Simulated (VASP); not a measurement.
# ZrBrF (P4/mmm) in VASP: a series of runs

Runs on ZrBrF. Level: PBE. Tasks: relaxation of cell and atoms, single point.

Everything below comes from runs of VASP 6.6.1. Logs are shortened: lines on timing, memory, paths and dates and some standing lists are left out, and cuts for length are marked.

## (1) The cell of the first run

Symmetry: P4/mmm, No. 123, tetragonal system. Conventional cell: a = 3.696 Å, b = 3.696 Å, c = 5.280 Å, α = 90.00°, β = 90.00°, γ = 90.00°. Within 3.4 Å of Zr (site symmetry 4/mmm) lie 4 Br at 2.61 Å. Br (site symmetry 4/mmm) has 4 Zr at 2.61 Å and 2 F at 2.64 Å within 3.4 Å. Within 3.5 Å of F (site symmetry 4/mmm) lie 2 Br at 2.64 Å.

## (2) Relaxation of cell and atoms, PBE

File INCAR:

```
SYSTEM = ZrBrF
PREC     = Accurate       ! precision mode
ENCUT    = 600            ! plane-wave cutoff, eV
EDIFF    = 1E-6           ! SCF threshold, eV
ISMEAR   = 0              ! smearing method
SIGMA    = 0.1            ! smearing width, eV
LREAL    = .False.        ! projectors in reciprocal space
LASPH    = .True.         ! aspherical terms in the spheres
NELM     = 60             ! most SCF steps
ALGO     = Normal         ! electronic algorithm
ISIF     = 3              ! what is computed and relaxed
LWAVE    = .False.        ! write WAVECAR
LCHARG   = .False.        ! write CHGCAR
GGA      = PE             ! functional
IBRION   = 2              ! ionic algorithm
NSW      = 90             ! ionic steps
EDIFFG   = -0.04          ! ionic threshold
```

File KPOINTS:

```
regular mesh
0
Gamma
  6 6 4
  0 0 0
```

File POSCAR:

```
ZrBrF
1.0
    3.6958567632      0.0000000000      0.0000000000
    0.0000000000      3.6958567632      0.0000000000
    0.0000000000      0.0000000000      5.2795763480
Zr Br F
1 1 1
Direct
    0.0000000000      0.0000000000      0.0000000000
    0.5000000000      0.5000000000      0.0000000000
    0.5000000000      0.5000000000      0.5000000000
```

Potentials or basis: VASP PAW PBE potentials, release 64 (Zr_sv, Br, F).

The run is started by

```
$ cat potpaw_PBE.64/Zr_sv/POTCAR potpaw_PBE.64/Br/POTCAR potpaw_PBE.64/F/POTCAR > POTCAR
$ mpirun -np 1 vasp_std > vasp.out
```

OUTCAR:

```text
SYSTEM = ZrBrF
   PREC = Accurate
   ENCUT = 600
   EDIFF = 1E-6
   ISMEAR = 0
   LREAL = .False.
   LASPH = .True.
   NELM = 60
   ISIF = 3
   GGA = PE
   IBRION = 2
   NSW = 90
   EDIFFG = -0.04

 ion  position               nearest neighbor table
   1  0.000  0.000  0.000-   2 2.61   2 2.61   2 2.61   2 2.61
   2  0.500  0.500  0.000-   1 2.61   1 2.61   1 2.61   1 2.61
   3  0.500  0.500  0.500-

  LATTYP: Found a simple tetragonal cell.
 ALAT       =     3.6958567632
 C/A-ratio  =     1.4285121655

  Lattice vectors:

 A1 = (   3.6958567632,   0.0000000000,   0.0000000000)
 A2 = (   0.0000000000,   3.6958567632,   0.0000000000)
 A3 = (   0.0000000000,   0.0000000000,   5.2795763480)

Analysis of symmetry for initial positions (statically):
=====================================================================
 Subroutine PRICEL returns:
 Original cell was already a primitive cell.

 Routine SETGRP: Setting up the symmetry group for a
 simple tetragonal supercell.

 Subroutine GETGRP returns: Found 16 space group operations
 (whereof 16 operations were pure point group operations)
 out of a pool of 16 trial point group operations.

The static configuration has the point symmetry D_4h.

Analysis of symmetry for dynamics (positions and initial velocities):
=====================================================================
 Subroutine PRICEL returns:
 Original cell was already a primitive cell.

 Routine SETGRP: Setting up the symmetry group for a
 simple tetragonal supercell.

 Subroutine GETGRP returns: Found 16 space group operations
 (whereof 16 operations were pure point group operations)
 out of a pool of 16 trial point group operations.

The dynamic configuration has the point symmetry D_4h.

 Subroutine INISYM returns: Found 16 space group operations
 (whereof 16 operations are pure point group operations),
 and found     1 'primitive' translations

----------------------------------------------------------------------------------------

                                     Primitive cell

  volume of cell :      72.1156

  direct lattice vectors                    reciprocal lattice vectors
     3.695856763  0.000000000  0.000000000     0.270573257  0.000000000  0.000000000
     0.000000000  3.695856763  0.000000000     0.000000000  0.270573257  0.000000000
     0.000000000  0.000000000  5.279576348     0.000000000  0.000000000  0.189409137

  length of vectors
     3.695856763  3.695856763  5.279576348     0.270573257  0.270573257  0.189409137

  position of ions in fractional coordinates (direct lattice)
     0.000000000  0.000000000  0.000000000
     0.500000000  0.500000000  0.000000000
     0.500000000  0.500000000  0.500000000

  ion indices of the primitive-cell ions
   primitive index   ion index
                 1           1
                 2           2
                 3           3

----------------------------------------------------------------------------------------

 KPOINTS: regular mesh

Automatic generation of k-mesh.
 Grid dimensions read from file:
 generate k-points for:    6    6    4

 Generating k-lattice:

  Cartesian coordinates                     Fractional coordinates (reciprocal lattice)
     0.045095543  0.000000000  0.000000000     0.166666667  0.000000000  0.000000000
     0.000000000  0.045095543  0.000000000     0.000000000  0.166666667  0.000000000
     0.000000000  0.000000000  0.047352284     0.000000000  0.000000000  0.250000000

  Length of vectors
     0.045095543  0.045095543  0.047352284

  Shift w.r.t. Gamma in fractional coordinates (k-lattice)
     0.000000000  0.000000000  0.000000000

 Subroutine IBZKPT returns following result:
 ===========================================

 Found     30 irreducible k-points:

 Following reciprocal coordinates:
            Coordinates               Weight
  0.000000  0.000000  0.000000      1.000000
  0.166667  0.000000  0.000000      4.000000
  0.333333  0.000000  0.000000      4.000000
  0.500000  0.000000  0.000000      2.000000
  0.166667  0.166667  0.000000      4.000000
  0.333333  0.166667  0.000000      8.000000
[... 16 lines left out ...]
  0.333333  0.000000  0.500000      4.000000
  0.500000  0.000000  0.500000      2.000000
 [... further k-points ...]
   k-points           NKPTS =     30   k-points in BZ     NKDIM =     30   number of bands    NBANDS=     17
   number of dos      NEDOS =    301   number of ions     NIONS =      3
   total plane-waves  NPLWV =  37800
   dimension x,y,z NGX =    30 NGY =   30 NGZ =   42
   dimension x,y,z NGXF=    60 NGYF=   60 NGZF=   84
   ions per type =               1   1   1
   NGX,Y,Z   is equivalent  to a cutoff of  13.49, 13.49, 13.23 a.u.
   NGXF,Y,Z  is equivalent  to a cutoff of  26.99, 26.99, 26.45 a.u.
 SYSTEM =  ZrBrF
   PREC   = accura    normal or accurate (medium, high low for compatibility)
   ISTART =      0    job   : 0-new  1-cont  2-samecut
   ICHARG =      2    charge: 1-file 2-atom 10-const
   ISPIN  =      1    spin polarized calculation?
   LNONCOLLINEAR =      F non collinear calculations
   LSORBIT =      F    spin-orbit coupling
   LASPH  =      T    aspherical Exc in radial PAW
   ENCUT  =  600.0 eV  44.10 Ry    6.64 a.u.   7.38  7.38 10.54*2*pi/ulx,y,z
   NELM   =     60;   NELMIN=  2; NELMDL= -5     # of ELM steps
   EDIFF  = 0.1E-05   stopping-criterion for ELM
   LREAL  =      F    real-space projection
   EDIFFG = -.4E-01   stopping-criterion for IOM
   NSW    =     90    number of steps for IOM
   IBRION =      2    ionic relax: 0-MD 1-quasi-New 2-CG
   NFREE  =      1    steps in history (QN), initial steepest desc. (CG)
   ISIF   =      3    stress and relaxation
   ISYM   =      2    0-nonsym 1-usesym 2-fastsym
   POTIM  = 0.5000    time-step for ionic-motion
   TEBEG  =    0.0;   TEEND  =   0.0 temperature during run
   PSTRESS=    0.0 pullay stress
   NELECT =      26.0000    total number of electrons
   NUPDOWN=      -1.0000    fix difference up-down
   EMIN   =  10.00;   EMAX   =-10.00  energy-range for DOS
   EFERMI =   0.00;   METHOD = LEGACY
   ISMEAR =     0;   SIGMA  =   0.10  broadening in eV -4-tet -1-fermi 0-gaus
   EFERMI_NEDOS =   21; number of points for ismear=-14 and -15
   IALGO  =     38    algorithm
   IMIX   =      4    mixing-type and parameters
     AMIX     =   0.40;   BMIX     =  1.00
     AMIX_MAG =   1.60;   BMIX_MAG =  1.00
  volume/ion in A,a.u.               =      24.04       162.22
  Fermi-wavevector in a.u.,A,eV,Ry     =   1.165171  2.201853 18.471574  1.357622
  Thomas-Fermi vector in A             =   2.301700
   LORBIT       =      0    0 simple, 1 ext, 2 COOP (PROOUT), +10 PAW based schemes
   GGA     = PE    functional components
   LHFCALC =     F    Hartree Fock is set to
   AEXX    =    0.0000 exact exchange contribution
   IVDW    =     0    specifies the selected vdW correction
   LEPSILON=     F    determine dielectric tensor
   LRPA    =     F    only Hartree local field effects (RPA)
 conjugate gradient relaxation of ions
 non-spin polarized calculation
 Gauss-broadening in eV      SIGMA  =   0.10
  energy-cutoff  :      600.00
  volume of cell :       72.12
 maximum number of plane-waves:      2445
 NGX is ok and might be reduce to    30
   NGX = 15   NGY = 15   NGZ = 21

--------------------------------------- Ionic step        1  -------------------------------------------

 number of electron      26.0000000 magnetization

 Free energy of the ion-electron system (eV)
  ---------------------------------------------------
  ext. energy  EPLUGINS =         0.00000000
  ---------------------------------------------------
  free energy    TOTEN  =       -13.18135237 eV

  energy without entropy =      -13.15626995  energy(sigma->0) =      -13.16881116

------------------------ aborting loop because EDIFF is reached ----------------------------------------

  FORCE on cell =-STRESS in cart. coord.  units (eV):
  Direction    XX          YY          ZZ          XY          YZ          ZX
  --------------------------------------------------------------------------------------
  -------------------------------------------------------------------------------------
  Total        0.4366478      0.4366478      0.0068613      0.0000000      0.0000000      0.0000000
  in kB        9.7009106      9.7009106      0.1524366      0.0000000      0.0000000      0.0000000
  external PRESSURE =       6.5180860 kB  Pullay stress =       0.0000000 kB
[... 59 lines left out ...]
  energy  without entropy=      -13.1567079837  energy(sigma->0) =      -13.16949187

--------------------------------------- Ionic step        3  -------------------------------------------

 number of electron      26.0000002 magnetization

 Free energy of the ion-electron system (eV)
  ---------------------------------------------------
  ext. energy  EPLUGINS =         0.00000000
  ---------------------------------------------------
  free energy    TOTEN  =       -13.18312649 eV

  energy without entropy =      -13.15775006  energy(sigma->0) =      -13.17043827

 E-fermi :   4.0897     XC(G=0):  -8.6920

 val. band max:        4.0238084478   @ k =   0.3333   0.1667   0.0000
 cond. band min:       4.1027127389   @ k =   0.3333   0.1667   0.2500
 fundamental gap:      0.0789042911
 Fermi energy:         4.0897491079

 k-point     1 :       0.0000    0.0000    0.0000
  band No.  band energies     occupation
      1     -46.4916      2.00000
      2     -24.5956      2.00000
      3     -24.5070      2.00000
      4     -24.5070      2.00000
      5     -16.8452      2.00000
      6     -14.1053      2.00000
[... 9 lines left out ...]
     16       4.5148      0.00000
     17       4.5148      0.00000
[... 443 lines left out ...]
      1     -46.4823      2.00000
      2     -24.7290      2.00000
      3     -24.5832      2.00000
      4     -24.4747      2.00000
      5     -16.7704      2.00000
      6     -13.4827      2.00000
[... 9 lines left out ...]
     16       5.3139      0.00000
     17       7.4231      0.00000

 [... further k-points ...]

------------------------ aborting loop because EDIFF is reached ----------------------------------------

  FORCE on cell =-STRESS in cart. coord.  units (eV):
  Direction    XX          YY          ZZ          XY          YZ          ZX
  --------------------------------------------------------------------------------------
  -------------------------------------------------------------------------------------
  Total       -0.0058809     -0.0058809      0.0459855      0.0000000      0.0000000      0.0000000
  in kB       -0.1295797     -0.1295797      1.0132475      0.0000000      0.0000000      0.0000000
  external PRESSURE =       0.2513627 kB  Pullay stress =       0.0000000 kB
[... 18 lines left out ...]
  FREE ENERGIE OF THE ION-ELECTRON SYSTEM (eV)
  ---------------------------------------------------
  free  energy   TOTEN  =       -13.1831264920 eV

  energy  without entropy=      -13.1577500555  energy(sigma->0) =      -13.17043827

 reached required accuracy - stopping structural energy minimisation
```

It took 39 s on 1 thread of Intel Xeon 6975P-C (Granite Rapids), shared host; peak memory 0.22 GiB.

What came out:

| Property | Result |
| --- | --- |
| Free energy | -13.1831 eV |
| Relaxed volume | 24.24 Å³/atom |
| Relaxed cell | a = 3.711 Å, b = 3.711 Å, c = 5.280 Å, α = 90.00°, β = 90.00°, γ = 90.00° |
| Space group after relaxing (to 0.05 Å) | P4/mmm (No. 123) |
| Energy gained by relaxing | 0.6 meV/atom |
| Ionic steps | 3 |
| Pressure after relaxing | 0.0 GPa |
| Band gap on the k mesh | zero (band 13 reaches 4.69 eV, above the bottom of band 14 at 3.16 eV) |

The path:
```csv
step,energy change (eV),largest force (eV/Å),pressure (GPa),volume (Å³)
1,0.0000,0.0000,0.65,72.12
2,-0.0009,0.0000,-0.35,73.14
3,-0.0018,0.0000,0.03,72.71
```

Final structure:
```xyz
3
Lattice="3.7110 0.0000 0.0000 0.0000 3.7110 0.0000 0.0000 0.0000 5.2799" Properties=species:S:1:pos:R:3 pbc="T T T"
Zr    0.0000    0.0000    0.0000
Br    1.8555    1.8555    0.0000
F     1.8555    1.8555    2.6400
```

## (3) Single point, PBE, collinear spin, ferromagnetic start

This run uses another cell than the first one, of 24.31 Å³/atom, 1.011 times its volume.

File INCAR:

```
SYSTEM = ZrBrF
PREC = Accurate
ENCUT = 520
EDIFF = 1E-6
ISMEAR = 0
SIGMA = 0.1
LREAL = .FALSE.
LASPH = .TRUE.
NELM = 150
ALGO = Normal
ISIF = 2
LWAVE = .FALSE.
LCHARG = .TRUE.
ISPIN = 2
MAGMOM = 1 0 0
LORBIT = 11
LMAXMIX = 4
GGA = PE
LELF = .TRUE.
LVHAR = .TRUE.
NBANDS = 24
```

File KPOINTS:

```
Automatic mesh
0
G
  6 6 4
  0 0 0
```

File POSCAR:

```
ZrBrF
1.0
    3.7119895681      0.0000000000      0.0000000000
    0.0000000000      3.7119895681      0.0000000000
    0.0000000000      0.0000000000      5.2925349622
Zr Br F
1 1 1
Direct
    0.0000000000      0.0000000000      0.0000000000
    0.5000000000      0.5000000000      0.0000000000
    0.5000000000      0.5000000000      0.5000000000
```

Potentials or basis: VASP PAW PBE potentials, release 64 (Zr_sv, Br, F).

The run is started by

```
$ cat potpaw_PBE.64/Zr_sv/POTCAR potpaw_PBE.64/Br/POTCAR potpaw_PBE.64/F/POTCAR > POTCAR
$ mpirun -np 1 vasp_std > vasp.out
```

Run time: 2.3 min. Hardware: 1 thread of Oxide Virtual Turin-like, shared host; peak memory 0.21 GiB.

The run converged. Its results:

- Free energy: -13.1983 eV
- Pressure: 0.2 GPa
- Net moment: 0.71 μB per cell
- Site moments: Zr +0.49; Br -0.00; F +0.01 μB
- Valence electrons inside the program's atomic spheres: Zr 9.77; Br 4.95; F 6.01

Stress tensor (GPa, compression positive):
```
 0.39  0.00  0.00
 0.00  0.39  0.00
 0.00  0.00 -0.08
```

Levels at points of the mesh, in eV from the Fermi level:
Spin up:
| k point | band 11 | band 12 | band 13 | band 14 | band 15 | band 16 | band 17 | band 18 |
| --- | --- | --- | --- | --- | --- | --- | --- | --- |
| (0.00, 0.00, 0.00) | -2.11 | -2.11 | -1.03 | -0.58 | -0.51 | 0.22 | 0.22 | 1.10 |
| (0.50, 0.00, 0.00) | -2.09 | -1.32 | 0.43 | 0.54 | 1.03 | 1.28 | 3.25 | 3.48 |
| (0.50, 0.50, 0.00) | -2.47 | -1.16 | -1.16 | -0.90 | 0.29 | 1.71 | 1.73 | 2.04 |
| (0.00, 0.00, 0.50) | -2.79 | -2.28 | -2.28 | -0.58 | 0.32 | 0.32 | 0.55 | 1.43 |
| (0.50, 0.00, 0.50) | -2.56 | -2.16 | 0.50 | 0.50 | 1.06 | 1.07 | 3.26 | 3.59 |
| (0.50, 0.50, 0.50) | -2.94 | -2.51 | -0.70 | -0.70 | 0.57 | 1.71 | 1.77 | 2.52 |
Spin down:
| k point | band 11 | band 12 | band 13 | band 14 | band 15 | band 16 |
| --- | --- | --- | --- | --- | --- | --- |
| (0.00, 0.00, 0.00) | -2.08 | -2.08 | -1.03 | -0.32 | -0.15 | 0.84 |
| (0.50, 0.00, 0.00) | -2.07 | -1.25 | 0.80 | 1.20 | 1.43 | 1.76 |
| (0.50, 0.50, 0.00) | -2.44 | -0.91 | -0.60 | -0.60 | 0.64 | 1.99 |
| (0.00, 0.00, 0.50) | -2.60 | -2.23 | -2.23 | -0.32 | 0.87 | 0.92 |
| (0.50, 0.00, 0.50) | -2.58 | -2.14 | 0.90 | 1.15 | 1.48 | 1.57 |
| (0.50, 0.50, 0.50) | -2.84 | -2.53 | -0.22 | -0.22 | 0.90 | 2.03 |
